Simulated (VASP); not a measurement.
A run of VASP 6.6.1 is set up as follows.

The input INCAR:

```
PREC = Accurate
ENCUT = 520
EDIFF = 1E-6
ISMEAR = 0
SIGMA = 0.1
LREAL = F
LASPH = T
NELM = 60
ALGO = Normal
ISIF = 2
LWAVE = F
LCHARG = T
GGA = PE
LELF = T
LVHAR = T
NBANDS = 34
```

KPOINTS

```
Automatic mesh
0
Gamma
  10 10 10
```

POSCAR

```
BeCd3S2
1.0
   -2.8788066739      2.8788066739      4.8276432719
    2.8788066739     -2.8788066739      4.8276432719
    2.8788066739      2.8788066739     -4.8276432719
Be Cd S
1 3 2
Direct
    0.0000000000      0.0000000000      0.0000000000
    0.5000000000      0.5000000000      0.0000000000
    0.5000000000      0.0000000000      0.5000000000
    0.0000000000      0.5000000000      0.5000000000
    0.7500000000      0.2500000000      0.5000000000
    0.2500000000      0.7500000000      0.5000000000
```

Potentials or basis: VASP PAW PBE potentials, release 64 (Be, Cd, S).

Command:

```sh
$ cat potpaw_PBE.64/Be/POTCAR potpaw_PBE.64/Cd/POTCAR potpaw_PBE.64/S/POTCAR > POTCAR
$ mpirun -np 1 vasp_std > vasp.out
```

Question: Predict the pressure.

Answer: 0.2 GPa.

Question: Predict the band gap on the k mesh.

Answer: Zero (band 25 reaches 1.66 eV, above the bottom of band 26 at 0.22 eV).

Stress tensor (GPa, compression positive):
```
0.10 0.00 0.00
0.00 0.10 0.00
0.00 0.00 0.54
```
